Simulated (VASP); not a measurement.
# Nb (Im-3m) in VASP: notebook

Nb is run at these levels: LDA, PBE, PBEsol; tasks: single point.

Program: VASP 6.6.1. These are calculated values, not measurements. Logs are shortened: lines on timing, memory, paths and dates and some standing lists are left out, and cuts for length are marked.

## (1) The cell of the first run

It takes space group Im-3m (No. 229, cubic). The conventional cell has a = 3.372 Å, b = 3.372 Å, c = 3.372 Å, α = 90.00°, β = 90.00°, γ = 90.00°. Within 3.8 Å of Nb (site symmetry m-3m) lie 14 Nb at 2.92 to 3.37 Å.

## (2) Single point, LDA

File INCAR:

```
PREC = Accurate
ENCUT = 500
EDIFF = 1E-6
ISMEAR = -1
SIGMA = 0.05
LREAL = False
LASPH = True
NELM = 120
ALGO = Normal
ISIF = 2
LWAVE = False
LCHARG = True
GGA = CA
LELF = True
LVHAR = True
NBANDS = 12
GGA_COMPAT = False
```

File KPOINTS:

```
regular mesh
0
Gamma
  11 11 11
```

File POSCAR:

```
Nb
1.0
   -1.6858465900      1.6858465900      1.6858465900
    1.6858465900     -1.6858465900      1.6858465900
    1.6858465900      1.6858465900     -1.6858465900
Nb
1
Direct
    0.0000000000      0.0000000000      0.0000000000
```

Potentials or basis: VASP PAW LDA potentials, release 64 (Nb_sv).

Started as:

```console
$ cat potpaw_LDA.64/Nb_sv/POTCAR > POTCAR
$ mpirun -np 1 vasp_std > vasp.out
```

OUTCAR:

```text
PREC = Accurate
   ENCUT = 500
   EDIFF = 1E-6
   ISMEAR = -1
   LREAL = False
   LASPH = True
   NELM = 120
   ISIF = 2
   GGA = CA

 ion  position               nearest neighbor table
   1  0.000  0.000  0.000-

  LATTYP: Found a body centered cubic cell.
 ALAT       =     3.3716931800

  Lattice vectors:

 A1 = (  -1.6858465900,   1.6858465900,   1.6858465900)
 A2 = (   1.6858465900,  -1.6858465900,   1.6858465900)
 A3 = (   1.6858465900,   1.6858465900,  -1.6858465900)

Analysis of symmetry for initial positions (statically):
=====================================================================
 Subroutine PRICEL returns:
 Original cell was already a primitive cell.

 Routine SETGRP: Setting up the symmetry group for a
 body centered cubic supercell.

 Subroutine GETGRP returns: Found 48 space group operations
 (whereof 48 operations were pure point group operations)
 out of a pool of 48 trial point group operations.

The static configuration has the point symmetry O_h .

Analysis of symmetry for dynamics (positions and initial velocities):
=====================================================================
 Subroutine PRICEL returns:
 Original cell was already a primitive cell.

 Routine SETGRP: Setting up the symmetry group for a
 body centered cubic supercell.

 Subroutine GETGRP returns: Found 48 space group operations
 (whereof 48 operations were pure point group operations)
 out of a pool of 48 trial point group operations.

The dynamic configuration has the point symmetry O_h .

 Subroutine INISYM returns: Found 48 space group operations
 (whereof 48 operations are pure point group operations),
 and found     1 'primitive' translations

----------------------------------------------------------------------------------------

                                     Primitive cell

  volume of cell :      19.1652

  direct lattice vectors                    reciprocal lattice vectors
    -1.685846590  1.685846590  1.685846590     0.000000000  0.296586892  0.296586892
     1.685846590 -1.685846590  1.685846590     0.296586892  0.000000000  0.296586892
     1.685846590  1.685846590 -1.685846590     0.296586892  0.296586892  0.000000000

  length of vectors
     2.919971948  2.919971948  2.919971948     0.419437205  0.419437205  0.419437205

  position of ions in fractional coordinates (direct lattice)
     0.000000000  0.000000000  0.000000000
[... 81 lines left out ...]
   NFREE  =      0    steps in history (QN), initial steepest desc. (CG)
   ISIF   =      2    stress and relaxation
   ISYM   =      2    0-nonsym 1-usesym 2-fastsym
   POTIM  = 0.5000    time-step for ionic-motion
   TEBEG  =    0.0;   TEEND  =   0.0 temperature during run
   PSTRESS=    0.0 pullay stress
   NELECT =      13.0000    total number of electrons
   NUPDOWN=      -1.0000    fix difference up-down
   EMIN   =  10.00;   EMAX   =-10.00  energy-range for DOS
   EFERMI =   0.00;   METHOD = LEGACY
   ISMEAR =    -1;   SIGMA  =   0.05  broadening in eV -4-tet -1-fermi 0-gaus
   EFERMI_NEDOS =   21; number of points for ismear=-14 and -15
   IALGO  =     38    algorithm
   IMIX   =      4    mixing-type and parameters
     AMIX     =   0.40;   BMIX     =  1.00
     AMIX_MAG =   1.60;   BMIX_MAG =  1.00
  volume/ion in A,a.u.               =      19.17       129.33
  Fermi-wavevector in a.u.,A,eV,Ry     =   1.438416  2.718212 28.151014  2.069041
  Thomas-Fermi vector in A             =   2.557385
   LORBIT       =      0    0 simple, 1 ext, 2 COOP (PROOUT), +10 PAW based schemes
   GGA     = CA    functional components
   LHFCALC =     F    Hartree Fock is set to
   AEXX    =    0.0000 exact exchange contribution
   IVDW    =     0    specifies the selected vdW correction
   LEPSILON=     F    determine dielectric tensor
   LRPA    =     F    only Hartree local field effects (RPA)
 non-spin polarized calculation
  energy-cutoff  :      500.00
  volume of cell :       19.17
 maximum number of plane-waves:       494
 NGX is ok and might be reduce to    24
   NGX = 11   NGY = 11   NGZ = 11

 number of electron      13.0000000 magnetization

 Free energy of the ion-electron system (eV)
  ---------------------------------------------------
  ext. energy  EPLUGINS =         0.00000000
  ---------------------------------------------------
  free energy    TOTEN  =       -11.13691769 eV

  energy without entropy =      -11.12231532  energy(sigma->0) =      -11.12961650

 E-fermi :  10.1041     XC(G=0): -12.4006

 val. band max:       10.0917832406   @ k =  -0.3636   0.3636   0.1818
 cond. band min:      10.1054806639   @ k =  -0.1818   0.1818   0.0909
 fundamental gap:      0.0136974233
 Fermi energy:        10.1040588834

 k-point     1 :       0.0000    0.0000    0.0000
  band No.  band energies     occupation
      1     -44.0193      2.00000
      2     -19.5904      2.00000
      3     -19.5904      2.00000
      4     -19.5904      2.00000
      5       4.3404      2.00000
      6      10.4877      0.00093
      7      10.4877      0.00093
      8      10.4877      0.00093
      9      13.1853      0.00000
     10      13.1853      0.00000
     11      24.2102      0.00000
     12      24.2102      0.00000
[... 331 lines left out ...]
 k-point    24 :       0.3636    0.1818    0.0909
  band No.  band energies     occupation
      1     -43.8138      2.00000
      2     -20.5244      2.00000
      3     -20.1037      2.00000
      4     -19.7767      2.00000
      5       7.8868      2.00000
      6       8.6827      2.00000
      7      10.3833      0.00748
      8      13.5197      0.00000
      9      13.8872      0.00000
     10      18.6092      0.00000
     11      19.7979      0.00000
     12      22.3210      0.00000

 [... further k-points ...]

------------------------ aborting loop because EDIFF is reached ----------------------------------------

  FORCE on cell =-STRESS in cart. coord.  units (eV):
  Direction    XX          YY          ZZ          XY          YZ          ZX
  --------------------------------------------------------------------------------------
  -------------------------------------------------------------------------------------
  Total       -2.0447807     -2.0447807     -2.0447807      0.0000000      0.0000000     -0.0000000
  in kB     -170.9397950   -170.9397950   -170.9397950      0.0000000      0.0000000     -0.0000000
  external PRESSURE =    -170.9397950 kB  Pullay stress =       0.0000000 kB

 VOLUME and BASIS-vectors are now :
 -----------------------------------------------------------------------------
  energy-cutoff  :      500.00
  volume of cell :       19.17
      direct lattice vectors                 reciprocal lattice vectors
    -1.685846590  1.685846590  1.685846590     0.000000000  0.296586892  0.296586892
     1.685846590 -1.685846590  1.685846590     0.296586892  0.000000000  0.296586892
     1.685846590  1.685846590 -1.685846590     0.296586892  0.296586892  0.000000000

 POSITION                                       TOTAL-FORCE (eV/Angst)
 -----------------------------------------------------------------------------------
      0.00000      0.00000      0.00000         0.000000     -0.000000     -0.000000
 -----------------------------------------------------------------------------------
    total drift:                               -0.000000      0.000000      0.000000

  FREE ENERGIE OF THE ION-ELECTRON SYSTEM (eV)
  ---------------------------------------------------
  free  energy   TOTEN  =       -11.1369176857 eV

  energy  without entropy=      -11.1223153227  energy(sigma->0) =      -11.12961650
```

stdout:

```text
POSCAR found type information on POSCAR Nb
 POSCAR found :  1 types and       1 ions
 scaLAPACK will be used
 LDA part: xc-table for (Slater(with rela. corr.)+CA(PZ))
 , standard interpolation
 POSCAR, INCAR and KPOINTS ok, starting setup
 FFT: planning ... GRIDC
 FFT: planning ... GRID_SOFT
 FFT: planning ... GRID
 WAVECAR not read
 entering main loop
```

It took 20 s on 1 thread of AMD EPYC 7R13, shared host; peak memory 0.1 GiB.

What came out:

```
Free energy : -11.1369 eV
Pressure    : -17.1 GPa
```

## (3) Single point, LDA

This run uses another cell than the first one, of 19.53 Å³/atom, 1.019 times its volume.

File INCAR:

```
SYSTEM = Nb
PREC = Accurate ; ENCUT = 500
EDIFF = 1E-6 ; ISMEAR = -1
SIGMA = 0.05 ; LREAL = .FALSE.
LASPH = .TRUE. ; NELM = 120
ALGO = Normal ; ISIF = 2
LWAVE = .FALSE. ; LCHARG = .FALSE.
NBANDS = 12 ; GGA_COMPAT = .FALSE.
```

File KPOINTS:

```
regular mesh
0
G
  11 11 11
  0 0 0
```

File POSCAR:

```
Nb
1.0
   -1.6965847559      1.6965847559      1.6965847559
    1.6965847559     -1.6965847559      1.6965847559
    1.6965847559      1.6965847559     -1.6965847559
Nb
1
Direct
    0.0000000000      0.0000000000      0.0000000000
```

Potentials or basis: VASP PAW LDA potentials, release 64 (Nb_sv).

Started as:

```console
$ cat potpaw_LDA.64/Nb_sv/POTCAR > POTCAR
$ mpirun -np 1 vasp_std > vasp.out
```

OUTCAR:

```text
SYSTEM = Nb
   PREC = Accurate
   ENCUT = 500
   EDIFF = 1E-6
   ISMEAR = -1
   LREAL = .FALSE.
   LASPH = .TRUE.
   NELM = 120
   ISIF = 2

 ion  position               nearest neighbor table
   1  0.000  0.000  0.000-

  LATTYP: Found a body centered cubic cell.
 ALAT       =     3.3931695118

  Lattice vectors:

 A1 = (  -1.6965847559,   1.6965847559,   1.6965847559)
 A2 = (   1.6965847559,  -1.6965847559,   1.6965847559)
 A3 = (   1.6965847559,   1.6965847559,  -1.6965847559)

Analysis of symmetry for initial positions (statically):
=====================================================================
 Subroutine PRICEL returns:
 Original cell was already a primitive cell.

 Routine SETGRP: Setting up the symmetry group for a
 body centered cubic supercell.

 Subroutine GETGRP returns: Found 48 space group operations
 (whereof 48 operations were pure point group operations)
 out of a pool of 48 trial point group operations.

The static configuration has the point symmetry O_h .

Analysis of symmetry for dynamics (positions and initial velocities):
=====================================================================
 Subroutine PRICEL returns:
 Original cell was already a primitive cell.

 Routine SETGRP: Setting up the symmetry group for a
 body centered cubic supercell.

 Subroutine GETGRP returns: Found 48 space group operations
 (whereof 48 operations were pure point group operations)
 out of a pool of 48 trial point group operations.

The dynamic configuration has the point symmetry O_h .

 Subroutine INISYM returns: Found 48 space group operations
 (whereof 48 operations are pure point group operations),
 and found     1 'primitive' translations

----------------------------------------------------------------------------------------

                                     Primitive cell

[... 112 lines left out ...]
   LORBIT       =      0    0 simple, 1 ext, 2 COOP (PROOUT), +10 PAW based schemes
   GGA     = CA    functional components
   LHFCALC =     F    Hartree Fock is set to
   AEXX    =    0.0000 exact exchange contribution
   IVDW    =     0    specifies the selected vdW correction
   LEPSILON=     F    determine dielectric tensor
   LRPA    =     F    only Hartree local field effects (RPA)
 non-spin polarized calculation
  energy-cutoff  :      500.00
  volume of cell :       19.53
 maximum number of plane-waves:       531
 NGX is ok and might be reduce to    24
   NGX = 11   NGY = 11   NGZ = 11

 number of electron      13.0000001 magnetization

 Free energy of the ion-electron system (eV)
  ---------------------------------------------------
  ext. energy  EPLUGINS =         0.00000000
  ---------------------------------------------------
  free energy    TOTEN  =       -11.09529225 eV

  energy without entropy =      -11.08078665  energy(sigma->0) =      -11.08803945

 E-fermi :   9.8582     XC(G=0): -12.3048

 val. band max:        9.8536373872   @ k =  -0.3636   0.3636   0.1818
 cond. band min:       9.8676991963   @ k =  -0.1818   0.1818   0.0909
 fundamental gap:      0.0140618090
 Fermi energy:         9.8582206246

 k-point     1 :       0.0000    0.0000    0.0000
  band No.  band energies     occupation
      1     -44.2992      2.00000
      2     -19.9030      2.00000
      3     -19.9030      2.00000
      4     -19.9030      2.00000
      5       4.1302      2.00000
      6      10.2385      0.00099
      7      10.2385      0.00099
      8      10.2385      0.00099
      9      12.8755      0.00000
     10      12.8755      0.00000
     11      23.9035      0.00000
     12      23.9035      0.00000
[... 331 lines left out ...]
 k-point    24 :       0.3636    0.1818    0.0909
  band No.  band energies     occupation
      1     -44.1092      2.00000
      2     -20.7812      2.00000
      3     -20.3857      2.00000
      4     -20.0774      2.00000
      5       7.6807      2.00000
      6       8.4687      2.00000
      7      10.1040      0.01455
      8      13.1942      0.00000
      9      13.5506      0.00000
     10      18.1740      0.00000
     11      19.3275      0.00000
     12      21.8969      0.00000

 [... further k-points ...]

------------------------ aborting loop because EDIFF is reached ----------------------------------------

  FORCE on cell =-STRESS in cart. coord.  units (eV):
  Direction    XX          YY          ZZ          XY          YZ          ZX
  --------------------------------------------------------------------------------------
  -------------------------------------------------------------------------------------
  Total       -2.3659864     -2.3659864     -2.3659864      0.0000000      0.0000000      0.0000000
  in kB     -194.0600585   -194.0600585   -194.0600585      0.0000000      0.0000000      0.0000000
  external PRESSURE =    -194.0600585 kB  Pullay stress =       0.0000000 kB

 VOLUME and BASIS-vectors are now :
 -----------------------------------------------------------------------------
  energy-cutoff  :      500.00
  volume of cell :       19.53
      direct lattice vectors                 reciprocal lattice vectors
    -1.696584756  1.696584756  1.696584756     0.000000000  0.294709709  0.294709709
     1.696584756 -1.696584756  1.696584756     0.294709709  0.000000000  0.294709709
     1.696584756  1.696584756 -1.696584756     0.294709709  0.294709709  0.000000000

 POSITION                                       TOTAL-FORCE (eV/Angst)
 -----------------------------------------------------------------------------------
      0.00000      0.00000      0.00000         0.000000     -0.000000      0.000000
 -----------------------------------------------------------------------------------
    total drift:                               -0.000000      0.000000      0.000000

  FREE ENERGIE OF THE ION-ELECTRON SYSTEM (eV)
  ---------------------------------------------------
  free  energy   TOTEN  =       -11.0952922512 eV

  energy  without entropy=      -11.0807866492  energy(sigma->0) =      -11.08803945
```

stdout:

```text
POSCAR found type information on POSCAR Nb
 POSCAR found :  1 types and       1 ions
 scaLAPACK will be used
 LDA part: xc-table for (Slater(with rela. corr.)+CA(PZ))
 , standard interpolation
 POSCAR, INCAR and KPOINTS ok, starting setup
 FFT: planning ... GRIDC
 FFT: planning ... GRID_SOFT
 FFT: planning ... GRID
 WAVECAR not read
 entering main loop
```

Wall time 19 s (1 thread of AMD EPYC 7R13, shared host); peak memory 0.1 GiB.

Results:

- Free energy: -11.0953 eV
- Pressure: -19.4 GPa

Levels at points of the mesh, in eV from the Fermi level:
```tsv
k point	band 4	band 5	band 6	band 7	band 8	band 9
(0.00, 0.00, 0.00)	-29.76	-5.73	0.38	0.38	0.38	3.02
```

## (4) Single point, PBE

This run uses another cell than the first one, of 18.43 Å³/atom, 0.962 times its volume.

File INCAR:

```
PREC     = Accurate       # precision mode
ENCUT    = 500            # plane-wave cutoff, eV
EDIFF    = 1E-6           # SCF threshold, eV
ISMEAR   = -1             # smearing method
SIGMA    = 0.04           # smearing width, eV
LREAL    = F              # projectors in reciprocal space
LASPH    = T              # aspherical terms in the spheres
NELM     = 120            # most SCF steps
ALGO     = Normal         # electronic algorithm
ISIF     = 2              # what is computed and relaxed
LWAVE    = F              # write WAVECAR
LCHARG   = F              # write CHGCAR
GGA      = PE             # functional
NBANDS   = 12             # bands
GGA_COMPAT= F
```

File KPOINTS:

```
Automatic mesh
0
Gamma
  7 7 7
```

File POSCAR:

```
Nb
1.0
   -1.6639500000      1.6639500000      1.6639500000
    1.6639500000     -1.6639500000      1.6639500000
    1.6639500000      1.6639500000     -1.6639500000
Nb
1
Direct
    0.0000000000      0.0000000000      0.0000000000
```

Potentials or basis: VASP PAW PBE potentials, release 64 (Nb_sv).

Started as:

```console
$ cat potpaw_PBE.64/Nb_sv/POTCAR > POTCAR
$ mpirun -np 1 vasp_std > vasp.out
```

OUTCAR:

```text
PREC = Accurate
   ENCUT = 500
   EDIFF = 1E-6
   ISMEAR = -1
   LREAL = F
   LASPH = T
   NELM = 120
   ISIF = 2
   GGA = PE

 ion  position               nearest neighbor table
   1  0.000  0.000  0.000-

  LATTYP: Found a body centered cubic cell.
 ALAT       =     3.3279000000

  Lattice vectors:

 A1 = (  -1.6639500000,   1.6639500000,   1.6639500000)
 A2 = (   1.6639500000,  -1.6639500000,   1.6639500000)
 A3 = (   1.6639500000,   1.6639500000,  -1.6639500000)

[... 470 lines left out ...]
     10      18.7439      0.00000
     11      21.3745      0.00000
     12      21.3745      0.00000

------------------------ aborting loop because EDIFF is reached ----------------------------------------

  FORCE on cell =-STRESS in cart. coord.  units (eV):
  Direction    XX          YY          ZZ          XY          YZ          ZX
  --------------------------------------------------------------------------------------
  -------------------------------------------------------------------------------------
  Total       -0.2606420     -0.2606420     -0.2606420      0.0000000      0.0000000      0.0000000
  in kB      -22.6607483    -22.6607483    -22.6607483      0.0000000      0.0000000      0.0000000
  external PRESSURE =     -22.6607483 kB  Pullay stress =       0.0000000 kB

 VOLUME and BASIS-vectors are now :
 -----------------------------------------------------------------------------
  energy-cutoff  :      500.00
  volume of cell :       18.43
      direct lattice vectors                 reciprocal lattice vectors
    -1.663950000  1.663950000  1.663950000     0.000000000  0.300489798  0.300489798
     1.663950000 -1.663950000  1.663950000     0.300489798  0.000000000  0.300489798
     1.663950000  1.663950000 -1.663950000     0.300489798  0.300489798  0.000000000

 POSITION                                       TOTAL-FORCE (eV/Angst)
 -----------------------------------------------------------------------------------
      0.00000      0.00000      0.00000        -0.000000      0.000000      0.000000
 -----------------------------------------------------------------------------------
    total drift:                                0.000000      0.000000      0.000000

  FREE ENERGIE OF THE ION-ELECTRON SYSTEM (eV)
  ---------------------------------------------------
  free  energy   TOTEN  =       -10.1965058933 eV

  energy  without entropy=      -10.1792912309  energy(sigma->0) =      -10.18789856
```

stdout:

```text
POSCAR found type information on POSCAR Nb
 POSCAR found :  1 types and       1 ions
 scaLAPACK will be used
 LDA part: xc-table for (Slater+PW92), standard interpolation
 POSCAR, INCAR and KPOINTS ok, starting setup
 FFT: planning ... GRIDC
 FFT: planning ... GRID_SOFT
 FFT: planning ... GRID
 WAVECAR not read
 entering main loop
```

It took 6.3 s on 1 thread of Intel Xeon 8259CL, shared host; peak memory 0.14 GiB.

What came out:

* Free energy: -10.1965 eV
* Pressure: -2.3 GPa

Levels at points of the mesh, in eV from the Fermi level:
```tsv
k point	band 2	band 3	band 4	band 5	band 6	band 7	band 8	band 9	band 10	band 11
(0.00, 0.00, 0.00)	-29.67	-29.67	-29.67	-5.81	0.45	0.45	0.45	3.28	3.28	14.25
```

Caveat: the k points lie up to 0.38 Å⁻¹ apart.

[end of part 1 of 2]
